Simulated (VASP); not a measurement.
# Cu (Fm-3m) in VASP: further runs

The runs below take Cu through relaxation of cell and atoms, with LDA.

All numbers are computed with VASP 6.6.1; they aren't measurements. Logs are shortened: lines on timing, memory, paths and dates and some standing lists are left out, and cuts for length are marked.

**1. The cell of the first run**

Symmetry: Fm-3m, No. 225, cubic system. Conventional cell: a = 3.650 Å, b = 3.650 Å, c = 3.650 Å, α = 90.00°, β = 90.00°, γ = 90.00°. Cu (site symmetry m-3m) has 12 Cu at 2.58 Å within 3.4 Å.

**2. Relaxation of cell and atoms, LDA**

Contents of INCAR:

```
SYSTEM = Cu
ALGO     = Normal         ! electronic algorithm
EDIFF    = 1E-7           ! SCF threshold, eV
EDIFFG   = -0.05          ! ionic threshold
ENCUT    = 700            ! plane-wave cutoff, eV
GGA      = CA             ! functional
GGA_COMPAT= .FALSE.      
IBRION   = 2              ! ionic algorithm
ISIF     = 3              ! what is computed and relaxed
ISMEAR   = 0              ! smearing method
LASPH    = .TRUE.         ! aspherical terms in the spheres
LCHARG   = .FALSE.        ! write CHGCAR
LREAL    = .FALSE.        ! projectors in reciprocal space
LWAVE    = .FALSE.        ! write WAVECAR
NELM     = 120            ! most SCF steps
NELMIN   = 4            
NSW      = 100            ! ionic steps
PREC     = Accurate       ! precision mode
SIGMA    = 0.1            ! smearing width, eV
```

Contents of KPOINTS:

```
k-points
0
G
  10 10 10
  0 0 0
```

Contents of POSCAR:

```
Cu
1.0
    0.0000000000      1.8250000000      1.8250000000
    1.8250000000      0.0000000000      1.8250000000
    1.8250000000      1.8250000000      0.0000000000
Cu
1
Direct
    0.0000000000      0.0000000000      0.0000000000
```

Potentials or basis: VASP PAW LDA potentials, release 64 (Cu_sv_GW).

On the command line:

```sh
> cat potpaw_LDA.64/Cu_sv_GW/POTCAR > POTCAR
> mpirun -np 1 vasp_std > vasp.out
```

OUTCAR:

```text
SYSTEM = Cu
   EDIFF = 1E-7
   EDIFFG = -0.05
   ENCUT = 700
   GGA = CA
   IBRION = 2
   ISIF = 3
   ISMEAR = 0
   LASPH = .TRUE.
   LREAL = .FALSE.
   NELM = 120
   NELMIN = 4
   NSW = 100
   PREC = Accurate

 ion  position               nearest neighbor table
   1  0.000  0.000  0.000-

  LATTYP: Found a face centered cubic cell.
 ALAT       =     3.6500000000

  Lattice vectors:

 A1 = (   0.0000000000,   1.8250000000,   1.8250000000)
 A2 = (   1.8250000000,   0.0000000000,   1.8250000000)
 A3 = (   1.8250000000,   1.8250000000,   0.0000000000)

Analysis of symmetry for initial positions (statically):
=====================================================================
 Subroutine PRICEL returns:
 Original cell was already a primitive cell.

 Routine SETGRP: Setting up the symmetry group for a
 face centered cubic supercell.

 Subroutine GETGRP returns: Found 48 space group operations
 (whereof 48 operations were pure point group operations)
 out of a pool of 48 trial point group operations.

The static configuration has the point symmetry O_h .

Analysis of symmetry for dynamics (positions and initial velocities):
=====================================================================
 Subroutine PRICEL returns:
 Original cell was already a primitive cell.

 Routine SETGRP: Setting up the symmetry group for a
 face centered cubic supercell.

 Subroutine GETGRP returns: Found 48 space group operations
 (whereof 48 operations were pure point group operations)
 out of a pool of 48 trial point group operations.

The dynamic configuration has the point symmetry O_h .

 Subroutine INISYM returns: Found 48 space group operations
 (whereof 48 operations are pure point group operations),
 and found     1 'primitive' translations

----------------------------------------------------------------------------------------

                                     Primitive cell

  volume of cell :      12.1568

  direct lattice vectors                    reciprocal lattice vectors
     0.000000000  1.825000000  1.825000000    -0.273972603  0.273972603  0.273972603
     1.825000000  0.000000000  1.825000000     0.273972603 -0.273972603  0.273972603
     1.825000000  1.825000000  0.000000000     0.273972603  0.273972603 -0.273972603

  length of vectors
     2.580939751  2.580939751  2.580939751     0.474534468  0.474534468  0.474534468

  position of ions in fractional coordinates (direct lattice)
     0.000000000  0.000000000  0.000000000

  ion indices of the primitive-cell ions
   primitive index   ion index
                 1           1

----------------------------------------------------------------------------------------

 KPOINTS: k-points

Automatic generation of k-mesh.
 Grid dimensions read from file:
 generate k-points for:   10   10   10

 Generating k-lattice:

  Cartesian coordinates                     Fractional coordinates (reciprocal lattice)
    -0.027397260  0.027397260  0.027397260     0.100000000  0.000000000  0.000000000
     0.027397260 -0.027397260  0.027397260     0.000000000  0.100000000  0.000000000
     0.027397260  0.027397260 -0.027397260     0.000000000  0.000000000  0.100000000

  Length of vectors
     0.047453447  0.047453447  0.047453447

  Shift w.r.t. Gamma in fractional coordinates (k-lattice)
     0.000000000  0.000000000  0.000000000

 Subroutine IBZKPT returns following result:
 ===========================================

 Found     47 irreducible k-points:

 Following reciprocal coordinates:
            Coordinates               Weight
  0.000000  0.000000  0.000000      1.000000
  0.100000  0.000000  0.000000      8.000000
  0.200000  0.000000  0.000000      8.000000
  0.300000  0.000000  0.000000      8.000000
  0.400000  0.000000  0.000000      8.000000
  0.500000  0.000000  0.000000      4.000000
[... 16 lines left out ...]
  0.300000  0.300000  0.000000      6.000000
  0.400000  0.300000  0.000000     24.000000
 [... further k-points ...]
   k-points           NKPTS =     47   k-points in BZ     NKDIM =     47   number of bands    NBANDS=     13
   number of dos      NEDOS =    301   number of ions     NIONS =      1
   total plane-waves  NPLWV =  13824
   dimension x,y,z NGX =    24 NGY =   24 NGZ =   24
   dimension x,y,z NGXF=    48 NGYF=   48 NGZF=   48
   ions per type =               1
   NGX,Y,Z   is equivalent  to a cutoff of  15.46, 15.46, 15.46 a.u.
   NGXF,Y,Z  is equivalent  to a cutoff of  30.92, 30.92, 30.92 a.u.
 SYSTEM =  Cu
   PREC   = accura    normal or accurate (medium, high low for compatibility)
   ISTART =      0    job   : 0-new  1-cont  2-samecut
   ICHARG =      2    charge: 1-file 2-atom 10-const
   ISPIN  =      1    spin polarized calculation?
   LNONCOLLINEAR =      F non collinear calculations
   LSORBIT =      F    spin-orbit coupling
   LASPH  =      T    aspherical Exc in radial PAW
   ENCUT  =  700.0 eV  51.45 Ry    7.17 a.u.   5.57  5.57  5.57*2*pi/ulx,y,z
   NELM   =    120;   NELMIN=  4; NELMDL= -5     # of ELM steps
   EDIFF  = 0.1E-06   stopping-criterion for ELM
   LREAL  =      F    real-space projection
   EDIFFG = -.5E-01   stopping-criterion for IOM
   NSW    =    100    number of steps for IOM
   IBRION =      2    ionic relax: 0-MD 1-quasi-New 2-CG
   NFREE  =      1    steps in history (QN), initial steepest desc. (CG)
   ISIF   =      3    stress and relaxation
   ISYM   =      2    0-nonsym 1-usesym 2-fastsym
   POTIM  = 0.5000    time-step for ionic-motion
   TEBEG  =    0.0;   TEEND  =   0.0 temperature during run
   PSTRESS=    0.0 pullay stress
   NELECT =      19.0000    total number of electrons
   NUPDOWN=      -1.0000    fix difference up-down
   EMIN   =  10.00;   EMAX   =-10.00  energy-range for DOS
   EFERMI =   0.00;   METHOD = LEGACY
   ISMEAR =     0;   SIGMA  =   0.10  broadening in eV -4-tet -1-fermi 0-gaus
   EFERMI_NEDOS =   21; number of points for ismear=-14 and -15
   IALGO  =     38    algorithm
   IMIX   =      4    mixing-type and parameters
     AMIX     =   0.40;   BMIX     =  1.00
     AMIX_MAG =   1.60;   BMIX_MAG =  1.00
  volume/ion in A,a.u.               =      12.16        82.04
  Fermi-wavevector in a.u.,A,eV,Ry     =   1.899852  3.590200 49.109394  3.609439
  Thomas-Fermi vector in A             =   2.939096
   LORBIT       =      0    0 simple, 1 ext, 2 COOP (PROOUT), +10 PAW based schemes
   GGA     = CA    functional components
   LHFCALC =     F    Hartree Fock is set to
   AEXX    =    0.0000 exact exchange contribution
   IVDW    =     0    specifies the selected vdW correction
   LEPSILON=     F    determine dielectric tensor
   LRPA    =     F    only Hartree local field effects (RPA)
 conjugate gradient relaxation of ions
 non-spin polarized calculation
 Gauss-broadening in eV      SIGMA  =   0.10
  energy-cutoff  :      700.00
  volume of cell :       12.16
 maximum number of plane-waves:       532
 NGX is ok and might be reduce to    24
   NGX = 11   NGY = 11   NGZ = 11

--------------------------------------- Ionic step        1  -------------------------------------------

 number of electron      19.0000009 magnetization

 Free energy of the ion-electron system (eV)
  ---------------------------------------------------
  ext. energy  EPLUGINS =         0.00000000
  ---------------------------------------------------
  free energy    TOTEN  =        -4.77796318 eV

  energy without entropy =       -4.77539576  energy(sigma->0) =       -4.77667947

------------------------ aborting loop because EDIFF is reached ----------------------------------------

  FORCE on cell =-STRESS in cart. coord.  units (eV):
  Direction    XX          YY          ZZ          XY          YZ          ZX
  --------------------------------------------------------------------------------------
  -------------------------------------------------------------------------------------
  Total       -1.5044213     -1.5044213     -1.5044213      0.0000000      0.0000000     -0.0000000
  in kB     -198.2720324   -198.2720324   -198.2720324      0.0000000      0.0000000     -0.0000000
  external PRESSURE =    -198.2720324 kB  Pullay stress =       0.0000000 kB
[... 55 lines left out ...]
  energy  without entropy=       -4.7926152699  energy(sigma->0) =       -4.79418954

--------------------------------------- Ionic step        3  -------------------------------------------

 number of electron      19.0000004 magnetization

 Free energy of the ion-electron system (eV)
  ---------------------------------------------------
  ext. energy  EPLUGINS =         0.00000000
  ---------------------------------------------------
  free energy    TOTEN  =        -4.87820005 eV

  energy without entropy =       -4.87463564  energy(sigma->0) =       -4.87641785

 E-fermi :   8.2884     XC(G=0): -14.4456

 val. band max:        8.2282810445   @ k =  -0.2000   0.3000   0.1000
 cond. band min:       8.5556826041   @ k =   0.5000   0.3000   0.1000
 fundamental gap:      0.3274015596
 Fermi energy:         8.2884129158

 k-point     1 :       0.0000    0.0000    0.0000
  band No.  band energies     occupation
      1    -103.3393      2.00000
      2     -61.2148      2.00000
      3     -61.2148      2.00000
      4     -61.2148      2.00000
      5      -1.7393      2.00000
      6       5.0409      2.00000
      7       5.0409      2.00000
      8       5.0409      2.00000
      9       6.0229      2.00000
     10       6.0229      2.00000
     11      31.8517      0.00000
     12      35.0462      0.00000
     13      35.0462      0.00000
[... 353 lines left out ...]
 k-point    24 :       0.4000    0.3000    0.0000
  band No.  band energies     occupation
      1    -103.3134      2.00000
      2     -61.3359      2.00000
      3     -61.2653      2.00000
      4     -61.2601      2.00000
      5       2.8191      2.00000
      6       3.7897      2.00000
      7       5.6432      2.00000
      8       6.1755      2.00000
      9       6.6515      2.00000
     10       7.2766      2.00000
     11      21.2250      0.00000
     12      22.1995      0.00000
     13      24.1454      0.00000

 [... further k-points ...]

------------------------ aborting loop because EDIFF is reached ----------------------------------------

  FORCE on cell =-STRESS in cart. coord.  units (eV):
  Direction    XX          YY          ZZ          XY          YZ          ZX
  --------------------------------------------------------------------------------------
  -------------------------------------------------------------------------------------
  Total       -0.0258342     -0.0258342     -0.0258342      0.0000000      0.0000000      0.0000000
  in kB       -3.8496347     -3.8496347     -3.8496347      0.0000000      0.0000000      0.0000000
  external PRESSURE =      -3.8496347 kB  Pullay stress =       0.0000000 kB
[... 16 lines left out ...]
  FREE ENERGIE OF THE ION-ELECTRON SYSTEM (eV)
  ---------------------------------------------------
  free  energy   TOTEN  =        -4.8782000545 eV

  energy  without entropy=       -4.8746356381  energy(sigma->0) =       -4.87641785

 reached required accuracy - stopping structural energy minimisation
```

It took 67 s on 1 thread of AMD EPYC 7R43 (Zen 3), shared host; peak memory 0.11 GiB.

Results:

* Free energy: -4.8782 eV
* Relaxed volume: 10.75 Å³/atom
* Relaxed cell: a = 2.477 Å, b = 2.477 Å, c = 2.477 Å, α = 60.00°, β = 60.00°, γ = 60.00°
* Space group after relaxing (to 0.05 Å): Fm-3m (No. 225)
* Energy gained by relaxing: 100.2 meV/atom
* Ionic steps: 3
* Pressure after relaxing: -0.4 GPa

Step by step:
```
step  energy change (eV)  largest force (eV/Å)  pressure (GPa)  volume (Å³)
   1              0.0000                0.0000          -19.83        12.16
   2             -0.0178                0.0000           28.09         9.70
   3             -0.1002                0.0000           -0.38        10.75
```

Final structure:
```yaml
crystal:
  lattice:
    - [0.00000, 1.75180, 1.75180]
    - [1.75180, 0.00000, 1.75180]
    - [1.75180, 1.75180, 0.00000]
  atoms:
    - { symbol: Cu, position: [0.00000, 0.00000, 0.00000] }
```

Caveat: the volume moved by -12 % from the deposited cell, more than functionals usually miss.

**3. Relaxation of cell and atoms, LDA**

This run uses another cell than the first one, of 10.90 Å³/atom, 0.897 times its volume.

Contents of INCAR:

```
SYSTEM = Cu
PREC     = Accurate       ! precision mode
ENCUT    = 600            ! plane-wave cutoff, eV
EDIFF    = 1E-6           ! SCF threshold, eV
ISMEAR   = 0              ! smearing method
SIGMA    = 0.1            ! smearing width, eV
LREAL    = .FALSE.        ! projectors in reciprocal space
LASPH    = .TRUE.         ! aspherical terms in the spheres
NELM     = 100            ! most SCF steps
ALGO     = Normal         ! electronic algorithm
ISIF     = 3              ! what is computed and relaxed
LWAVE    = .FALSE.        ! write WAVECAR
LCHARG   = .FALSE.        ! write CHGCAR
GGA      = CA             ! functional
IBRION   = 2              ! ionic algorithm
NSW      = 100            ! ionic steps
EDIFFG   = -0.002         ! ionic threshold
```

Contents of KPOINTS:

```
regular mesh
0
G
  28 28 28
  0 0 0
```

Contents of POSCAR:

```
Cu
1.0
    0.0000000000      1.7598111923      1.7598111923
    1.7598111923      0.0000000000      1.7598111923
    1.7598111923      1.7598111923      0.0000000000
Cu
1
Direct
    0.0000000000      0.0000000000      0.0000000000
```

Potentials or basis: VASP PAW LDA potentials, release 64 (Cu).

On the command line:

```sh
> cat potpaw_LDA.64/Cu/POTCAR > POTCAR
> mpirun -np 1 vasp_std > vasp.out
```

Wall time 66 s (1 thread of Intel Xeon Platinum 8488C (Sapphire Rapids), shared host); peak memory 0.19 GiB.

It converged, with:

```yaml
Free_energy: -4.7091 eV
Relaxed_volume: 10.94 Å³/atom
Relaxed_cell: a = 2.492 Å, b = 2.492 Å, c = 2.492 Å, α = 60.00°, β = 60.00°, γ = 60.00°
Space_group_after_relaxing_to_0.05_Å: Fm-3m (No. 225)
Energy_gained_by_relaxing: 0.1 meV/atom
Ionic_steps: 3
Pressure_after_relaxing: 0.0 GPa
```

Final structure:
```
CELL_PARAMETERS angstrom
0.00000 1.76178 1.76178
1.76178 0.00000 1.76178
1.76178 1.76178 0.00000
ATOMIC_POSITIONS crystal
Cu 0.00000 0.00000 0.00000
```

Levels at points of the mesh, in eV from the Fermi level:
```tsv
k point	band 2	band 3	band 4	band 5	band 6	band 7	band 8	band 9
(0.00, 0.00, 0.00)	-3.34	-3.34	-3.34	-2.39	-2.39	23.27	26.35	26.35
(0.50, 0.00, 0.00)	-3.37	-3.37	-1.75	-1.75	-1.23	4.11	21.75	23.12
(0.50, 0.50, 0.00)	-4.91	-1.77	-1.60	-1.60	1.41	7.65	13.59	13.59
```

(Continued in part 2 of 2.)
